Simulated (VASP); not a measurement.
Write the native input for VASP 6.6.1 that does the following.

* Task: single point
* Functional: PBEsol
* Potentials or basis: VASP PAW PBE potentials, release 64 (Mg, O)
* Cutoff: 520 eV
* k mesh: 2 × 2 × 2, shifted
* Occupations: gaussian, width 0.02 eV
* Spin: no spin polarisation
* Dipole correction: no
* Further INCAR settings: LREAL = Auto; ALGO = Normal; EDIFF = 1e-07; NBANDS = 86

The structure of MgO lies in POSCAR:

```
MgO
1.0
   -4.2140464123      4.2140464123     -4.2140464123
   -4.2140464123     -4.2140464123      4.2140464123
    4.2140464123      4.2140464123      4.2140464123
Mg O
16 16
Direct
    0.7503785631      0.7485836517      0.4981368695
    0.5004038361     -0.0012889714      0.4982336491
    0.5004778936      0.7487291247      0.7482053198
    0.2504595815      0.2488641242      0.4981572293
    0.2504867447     -0.0012493090      0.7482321008
    0.2503893978      0.7486836514     -0.0018751873
    0.0004767536      0.4987148505      0.4981540200
    0.0004417620      0.2485845292      0.7481319266
    0.0003906379     -0.0012210208     -0.0018191941
    0.0004545587      0.7489668345      0.2482719938
    0.7505278537      0.4986872393      0.7481582010
    0.7505188841      0.2488522421     -0.0017580777
    0.7503580002     -0.0012696801      0.2481868809
    0.5004792287      0.4986992418     -0.0018530581
    0.5003717330      0.2486697397      0.2481290383
    0.2504476458      0.4988643639      0.2481339309
    0.0003966123     -0.0014828437      0.4979539389
    0.7504140871      0.2485622896      0.4979821260
    0.7504413406     -0.0013951091      0.7480212092
    0.5003865430      0.4985763523      0.4980308111
    0.5004357899      0.2485584338      0.7480497186
    0.5003497047     -0.0014428864     -0.0019964659
    0.2504138353      0.7485417595      0.4980233760
    0.2504177819      0.4985528003      0.7479930961
    0.2503145272      0.2484760727     -0.0020826641
    0.2504156952     -0.0014251238      0.2480645666
    0.0003696277      0.7485380833      0.7480119085
    0.0003978872      0.4986193765     -0.0019870652
    0.0004155334      0.2485812409      0.2479784986
    0.7503641227      0.7486160444     -0.0019359509
    0.7503270517      0.4985289645      0.2479766717
    0.5003517512      0.7485250887      0.2480159416
```

One way to write it, as run:

INCAR

```
SYSTEM = MgO
ALGO = Normal ; EDIFF = 1E-7
ENCUT = 520 ; GGA = PS
ISIF = 2 ; ISMEAR = 0
LASPH = .TRUE. ; LCHARG = .FALSE.
LREAL = Auto ; LWAVE = .FALSE.
NBANDS = 86 ; NELM = 80
PREC = Accurate ; SIGMA = 0.02
```

KPOINTS

```
Automatic mesh
0
Gamma
  2 2 2
  0.5 0.5 0.5
```

Potentials or basis: VASP PAW PBE potentials, release 64 (Mg, O).

Command:

```sh
$ cat potpaw_PBE.64/Mg/POTCAR potpaw_PBE.64/O/POTCAR > POTCAR
$ mpirun -np 1 vasp_std > vasp.out
```

It gave:

The pressure is -0.5 GPa and the largest force is 0.017 eV/Å. The band gap on the k mesh is 6.08 eV.

Caveat: the PAW data sets were made with another functional, which shifts forces and pressure a little.

It took 7.5 min on 1 thread of Intel Xeon 6975P-C (shared host), peak memory 0.41 GiB.
